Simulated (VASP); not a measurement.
# Mn3Sn (P6_3/mmc) in VASP: further runs

Mn3Sn is run at these levels: PBE; tasks: single point.

All numbers are computed with VASP 6.6.1; they aren't measurements. Logs are shortened: lines on timing, memory, paths and dates and some standing lists are left out, and cuts for length are marked.

### Step 1. The cell of the first run

Symmetry: P6_3/mmc, No. 194, hexagonal system. Conventional cell: a = 5.670 Å, b = 5.670 Å, c = 4.530 Å, α = 90.00°, β = 90.00°, γ = 120.00°. Mn (site symmetry mm2) has 4 Sn at 2.79 to 2.84 Å and 8 Mn at 2.80 to 2.84 Å within 3.7 Å. Sn (site symmetry -6m2) has 12 Mn at 2.79 to 2.84 Å within 3.7 Å.

### Step 2. Single point, PBE, collinear spin, ferromagnetic start

Input file INCAR:

```
SYSTEM = Mn3Sn
PREC = Accurate
ENCUT = 520
EDIFF = 1E-6
ISMEAR = -1
SIGMA = 0.1
LREAL = .FALSE.
LASPH = .TRUE.
NELM = 150
ALGO = Normal
ISIF = 2
LWAVE = .FALSE.
LCHARG = .TRUE.
ISPIN = 2
MAGMOM = 4.5 4.5 4.5 4.5 4.5 4.5 0 0
LORBIT = 11
LMAXMIX = 4
GGA = PE
LELF = .TRUE.
LVHAR = .TRUE.
NBANDS = 67
```

Input file KPOINTS:

```
Automatic mesh
0
G
  5 5 5
  0 0 0
```

Input file POSCAR:

```
Mn3Sn
1.0
    5.6699982500      0.0000000000      0.0000000000
   -2.8349991300      4.9103625200      0.0000000000
    0.0000000000      0.0000000000      4.5300000000
Mn Sn
6 2
Direct
    0.8330000000      0.6660000000      0.2500000000
    0.1670000000      0.8330000000      0.7500000000
    0.3340000000      0.1670000000      0.2500000000
    0.1670000000      0.3340000000      0.7500000000
    0.8330000000      0.1670000000      0.2500000000
    0.6660000000      0.8330000000      0.7500000000
    0.3333333300      0.6666666700      0.2500000000
    0.6666666700      0.3333333300      0.7500000000
```

Potentials or basis: VASP PAW PBE potentials, release 64 (Mn_pv, Sn_d).

On the command line:

```sh
$ cat potpaw_PBE.64/Mn_pv/POTCAR potpaw_PBE.64/Sn_d/POTCAR > POTCAR
$ mpirun -np 1 vasp_std > vasp.out
```

OUTCAR:

```text
SYSTEM = Mn3Sn
   PREC = Accurate
   ENCUT = 520
   EDIFF = 1E-6
   ISMEAR = -1
   LREAL = .FALSE.
   LASPH = .TRUE.
   NELM = 150
   ISIF = 2
   ISPIN = 2
   LORBIT = 11
   GGA = PE

 ion  position               nearest neighbor table
   1  0.833  0.666  0.250-   8 2.79   8 2.79   2 2.80   2 2.80   6 2.80   6 2.80   3 2.83   5 2.83
                             7 2.84   7 2.84   3 2.84   5 2.84
   2  0.167  0.833  0.750-   7 2.79   7 2.79   3 2.80   3 2.80   1 2.80   1 2.80   4 2.83   6 2.83
                             8 2.84   8 2.84   4 2.84   6 2.84
   3  0.334  0.167  0.250-   8 2.79   8 2.79   2 2.80   2 2.80   4 2.80   4 2.80   1 2.83   5 2.83
                             7 2.84   7 2.84   1 2.84   5 2.84
   4  0.167  0.334  0.750-   7 2.79   7 2.79   5 2.80   5 2.80   3 2.80   3 2.80   6 2.83   2 2.83
                             8 2.84   8 2.84   6 2.84   2 2.84
   5  0.833  0.167  0.250-   8 2.79   8 2.79   6 2.80   6 2.80   4 2.80   4 2.80   1 2.83   3 2.83
                             7 2.84   7 2.84   1 2.84   3 2.84
   6  0.666  0.833  0.750-   7 2.79   7 2.79   5 2.80   5 2.80   1 2.80   1 2.80   4 2.83   2 2.83
                             8 2.84   8 2.84   4 2.84   2 2.84
   7  0.333  0.667  0.250-   2 2.79   2 2.79   4 2.79   4 2.79   6 2.79   6 2.79   3 2.84   1 2.84
                             5 2.84   5 2.84   3 2.84   1 2.84
   8  0.667  0.333  0.750-   5 2.79   5 2.79   1 2.79   1 2.79   3 2.79   3 2.79   6 2.84   4 2.84
                             2 2.84   2 2.84   6 2.84   4 2.84

  LATTYP: Found a hexagonal cell.
 ALAT       =     5.6699982500
 C/A-ratio  =     0.7989420455

  Lattice vectors:

 A1 = (   5.6699982500,   0.0000000000,   0.0000000000)
 A2 = (  -2.8349991300,   4.9103625200,   0.0000000000)
 A3 = (   0.0000000000,   0.0000000000,   4.5300000000)

Analysis of symmetry for initial positions (statically):
=====================================================================
 Subroutine PRICEL returns:
 Original cell was already a primitive cell.

 Routine SETGRP: Setting up the symmetry group for a
 hexagonal supercell.

 Subroutine GETGRP returns: Found 24 space group operations
 (whereof 12 operations were pure point group operations)
 out of a pool of 24 trial point group operations.

The static configuration has the point symmetry D_3d.
 The point group associated with its full space group is D_6h.

Analysis of symmetry for dynamics (positions and initial velocities):
=====================================================================
 Subroutine PRICEL returns:
 Original cell was already a primitive cell.

 Routine SETGRP: Setting up the symmetry group for a
 hexagonal supercell.

 Subroutine GETGRP returns: Found 24 space group operations
 (whereof 12 operations were pure point group operations)
 out of a pool of 24 trial point group operations.

The dynamic configuration has the point symmetry D_3d.
 The point group associated with its full space group is D_6h.

Analysis of structural, dynamic, and magnetic symmetry:
=====================================================================
 Subroutine PRICEL returns:
 Original cell was already a primitive cell.

 Routine SETGRP: Setting up the symmetry group for a
 hexagonal supercell.

 Subroutine GETGRP returns: Found 24 space group operations
 (whereof 12 operations were pure point group operations)
 out of a pool of 24 trial point group operations.

The overall configuration has the point symmetry D_3d.
 The point group associated with its full space group is D_6h.

 Subroutine INISYM returns: Found 24 space group operations
 (whereof 12 operations are pure point group operations),
 and found     1 'primitive' translations

----------------------------------------------------------------------------------------

                                     Primitive cell

  volume of cell :     126.1231

  direct lattice vectors                    reciprocal lattice vectors
     5.669998250  0.000000000  0.000000000     0.176366897  0.101825476  0.000000000
    -2.834999130  4.910362520  0.000000000     0.000000000  0.203650952  0.000000000
[... 71 lines left out ...]
   total plane-waves  NPLWV =  63504
   dimension x,y,z NGX =    42 NGY =   42 NGZ =   36
   dimension x,y,z NGXF=    84 NGYF=   84 NGZF=   72
   ions per type =               6   2
   NGX,Y,Z   is equivalent  to a cutoff of  12.31, 12.31, 13.21 a.u.
   NGXF,Y,Z  is equivalent  to a cutoff of  24.63, 24.63, 26.42 a.u.
 SYSTEM =  Mn3Sn
   PREC   = accura    normal or accurate (medium, high low for compatibility)
   ISTART =      0    job   : 0-new  1-cont  2-samecut
   ICHARG =      2    charge: 1-file 2-atom 10-const
   ISPIN  =      2    spin polarized calculation?
   LNONCOLLINEAR =      F non collinear calculations
   LSORBIT =      F    spin-orbit coupling
   LASPH  =      T    aspherical Exc in radial PAW
   ENCUT  =  520.0 eV  38.22 Ry    6.18 a.u.  10.54 10.54  8.42*2*pi/ulx,y,z
   NELM   =    150;   NELMIN=  2; NELMDL= -5     # of ELM steps
   EDIFF  = 0.1E-05   stopping-criterion for ELM
   LREAL  =      F    real-space projection
   EDIFFG = 0.1E-04   stopping-criterion for IOM
   NSW    =      0    number of steps for IOM
   IBRION =     -1    ionic relax: 0-MD 1-quasi-New 2-CG
   NFREE  =      0    steps in history (QN), initial steepest desc. (CG)
   ISIF   =      2    stress and relaxation
   ISYM   =      2    0-nonsym 1-usesym 2-fastsym
   POTIM  = 0.5000    time-step for ionic-motion
   TEBEG  =    0.0;   TEEND  =   0.0 temperature during run
   PSTRESS=    0.0 pullay stress
   NELECT =     106.0000    total number of electrons
   NUPDOWN=      -1.0000    fix difference up-down
   EMIN   =  10.00;   EMAX   =-10.00  energy-range for DOS
   EFERMI =   0.00;   METHOD = LEGACY
   ISMEAR =    -1;   SIGMA  =   0.10  broadening in eV -4-tet -1-fermi 0-gaus
   EFERMI_NEDOS =   21; number of points for ismear=-14 and -15
   IALGO  =     38    algorithm
   IMIX   =      4    mixing-type and parameters
     AMIX     =   0.40;   BMIX     =  1.00
     AMIX_MAG =   1.60;   BMIX_MAG =  1.00
  volume/ion in A,a.u.               =      15.77       106.39
  Fermi-wavevector in a.u.,A,eV,Ry     =   1.544941  2.919515 32.474965  2.386843
  Thomas-Fermi vector in A             =   2.650390
   LORBIT       =     11    0 simple, 1 ext, 2 COOP (PROOUT), +10 PAW based schemes
   GGA     = PE    functional components
   LHFCALC =     F    Hartree Fock is set to
   AEXX    =    0.0000 exact exchange contribution
   IVDW    =     0    specifies the selected vdW correction
   LEPSILON=     F    determine dielectric tensor
   LRPA    =     F    only Hartree local field effects (RPA)
 spin polarized calculation
  energy-cutoff  :      520.00
  volume of cell :      126.12
 maximum number of plane-waves:      3425
 NGX is ok and might be reduce to    42
   NGX = 21   NGY = 21   NGZ = 17

 number of electron     106.0000136 magnetization      18.9419775

 Free energy of the ion-electron system (eV)
  ---------------------------------------------------
  ext. energy  EPLUGINS =         0.00000000
  ---------------------------------------------------
  free energy    TOTEN  =       -60.15490286 eV

  energy without entropy =      -59.94210645  energy(sigma->0) =      -60.04850465

 E-fermi :   8.9443     XC(G=0): -12.1286

 val. band max:        8.9239796214   @ k =   0.2000   0.0000   0.4000
 cond. band min:       8.9472674404   @ k =   0.2000   0.0000   0.4000
 fundamental gap:      0.0232878189
 Fermi energy:         8.9443277624

 spin component 1

 k-point     1 :       0.0000    0.0000    0.0000
  band No.  band energies     occupation
      1     -40.3653      1.00000
      2     -40.3653      1.00000
      3     -40.3578      1.00000
      4     -40.3434      1.00000
      5     -40.3434      1.00000
      6     -40.3262      1.00000
[... 1009 lines left out ...]
     64       8.7356      0.88964
     65      10.1385      0.00001
 Fermi energy:         8.9443277624

 spin component 2

 k-point     1 :       0.0000    0.0000    0.0000
  band No.  band energies     occupation
      1     -37.0345      1.00000
      2     -37.0161      1.00000
      3     -37.0127      1.00000
      4     -37.0127      1.00000
      5     -36.9930      1.00000
      6     -36.9930      1.00000
[... 1009 lines left out ...]
     64      11.5514      0.00000
     65      12.3649      0.00000
 [bands above 65 left out]

------------------------ aborting loop because EDIFF is reached ----------------------------------------

  FORCE on cell =-STRESS in cart. coord.  units (eV):
  Direction    XX          YY          ZZ          XY          YZ          ZX
  --------------------------------------------------------------------------------------
  -------------------------------------------------------------------------------------
  Total       -2.9083026     -2.9083025     -1.1782772      0.0000000      0.0000000      0.0000000
  in kB      -36.9449841    -36.9449840    -14.9679863      0.0000000      0.0000000      0.0000000
  external PRESSURE =     -29.6193181 kB  Pullay stress =       0.0000000 kB

 VOLUME and BASIS-vectors are now :
 -----------------------------------------------------------------------------
  energy-cutoff  :      520.00
  volume of cell :      126.12
      direct lattice vectors                 reciprocal lattice vectors
     5.669998250  0.000000000  0.000000000     0.176366897  0.101825476  0.000000000
    -2.834999130  4.910362520  0.000000000     0.000000000  0.203650952  0.000000000
     0.000000000  0.000000000  4.530000000     0.000000000  0.000000000  0.220750552

 POSITION                                       TOTAL-FORCE (eV/Angst)
 -----------------------------------------------------------------------------------
      2.83500      3.27030      1.13250        -0.000000      0.447751     -0.000000
     -1.41466      4.09033      3.39750        -0.387764      0.223875     -0.000000
      1.42033      0.82003      1.13250        -0.387764     -0.223875      0.000000
     -0.00000      1.64006      3.39750         0.000000     -0.447751      0.000000
      4.24966      0.82003      1.13250         0.387764     -0.223875      0.000000
      1.41466      4.09033      3.39750         0.387764      0.223875     -0.000000
     -0.00000      3.27358      1.13250         0.000000      0.000000      0.000000
      2.83500      1.63679      3.39750         0.000000     -0.000000      0.000000
 -----------------------------------------------------------------------------------
    total drift:                               -0.000023      0.000013      0.000000

  FREE ENERGIE OF THE ION-ELECTRON SYSTEM (eV)
  ---------------------------------------------------
  free  energy   TOTEN  =       -60.1549028557 eV

  energy  without entropy=      -59.9421064464  energy(sigma->0) =      -60.04850465

 total charge

# of ion       s       p       d       tot
------------------------------------------
    1        0.293   6.225   5.058  11.576
    2        0.293   6.225   5.058  11.576
    3        0.293   6.225   5.058  11.576
    4        0.293   6.225   5.058  11.576
    5        0.293   6.225   5.058  11.576
    6        0.293   6.225   5.058  11.576
    7        1.086   1.338  10.053  12.477
    8        1.086   1.338  10.053  12.477
--------------------------------------------------
tot          3.932  40.026  50.451  94.409

 magnetization (x)

# of ion       s       p       d       tot
------------------------------------------
    1        0.005   0.012   3.116   3.132
    2        0.005   0.012   3.116   3.132
    3        0.005   0.012   3.116   3.132
    4        0.005   0.012   3.116   3.132
    5        0.005   0.012   3.116   3.132
    6        0.005   0.012   3.116   3.132
    7       -0.030  -0.174   0.013  -0.192
    8       -0.030  -0.174   0.013  -0.192
--------------------------------------------------
tot         -0.032  -0.277  18.719  18.410
```

Wall time 5.8 min (1 thread of Intel Xeon Platinum 8259CL at 2.50GHz (Skylake/Cascade Lake), shared host); peak memory 0.39 GiB.

What came out:

```yaml
Free_energy: -60.1549 eV
Pressure: -3.0 GPa
Largest_force: 0.448 eV/Å
Net_moment: 18.94 μB per cell
Site_moments: Mn +3.13; Sn -0.19 μB
Valence_electrons_inside_the_program's_atomic_spheres: Mn 11.58; Sn 12.48
```

Forces on the atoms (eV/Å):
```
Mn   0.000  0.448  0.000
Mn  -0.388  0.224  0.000
Mn  -0.388 -0.224  0.000
Mn   0.000 -0.448  0.000
Mn   0.388 -0.224  0.000
Mn   0.388  0.224  0.000
Sn   0.000  0.000  0.000
Sn   0.000  0.000  0.000
```

Caveat: spin-orbit coupling is left out, which moves the levels of the heavy elements.

### Step 3. Single point, PBE, collinear spin, ferromagnetic start

Input file INCAR:

```
SYSTEM = Mn3Sn
PREC = Accurate
ENCUT = 520
EDIFF = 1E-6
ISMEAR = -1
SIGMA = 0.1
LREAL = .False.
LASPH = .True.
NELM = 150
ALGO = Normal
ISIF = 2
LWAVE = .False.
LCHARG = .False.
ISPIN = 2
MAGMOM = 3.47 3.47 3.47 3.47 3.47 3.47 -0.14 -0.14
LORBIT = 11
LMAXMIX = 4
GGA = PE
NBANDS = 67
```

Input file KPOINTS:

```
Automatic mesh
0
Gamma
  5 5 5
  0 0 0
```

POSCAR is that of step 2.

Potentials or basis: VASP PAW PBE potentials, release 64 (Mn_pv, Sn_d).

On the command line:

```sh
$ cat potpaw_PBE.64/Mn_pv/POTCAR potpaw_PBE.64/Sn_d/POTCAR > POTCAR
$ mpirun -np 1 vasp_std > vasp.out
```

Wall time 5.1 min (1 thread of Intel Xeon Platinum 8259CL at 2.50GHz (Skylake/Cascade Lake), shared host); peak memory 0.39 GiB.

The run converged. Its results:

```yaml
Free_energy: -60.1549 eV
Pressure: -3.0 GPa
Largest_force: 0.448 eV/Å
Net_moment: 18.94 μB per cell
Site_moments: Mn +3.13; Sn -0.19 μB
Valence_electrons_inside_the_program's_atomic_spheres: Mn 11.58; Sn 12.48
```

Forces on the atoms (eV/Å):
```
Mn   0.000  0.448  0.000
Mn  -0.388  0.224  0.000
Mn  -0.388 -0.224  0.000
Mn   0.000 -0.448  0.000
Mn   0.388 -0.224  0.000
Mn   0.388  0.224  0.000
Sn   0.000  0.000  0.000
Sn   0.000  0.000  0.000
```

Stress tensor (GPa, compression positive):
```
-3.73  0.00  0.00
 0.00 -3.73  0.00
 0.00  0.00 -1.53
```

Levels at points of the mesh, in eV from the Fermi level:
Spin up:
```
           k point  band 59  band 60  band 61  band 62  band 63  band 64  band 65  band 66
(0.00, 0.00, 0.00)    -0.46    -0.45    -0.32    -0.32     0.18     0.18     0.96     0.96
```
Spin down:
```
           k point  band 41  band 42  band 43  band 44  band 45  band 46  band 47  band 48
(0.00, 0.00, 0.00)    -0.91    -0.68    -0.68    -0.61     0.49     0.49     0.53     0.57
```

Caveat: spin-orbit coupling is left out, which moves the levels of the heavy elements.
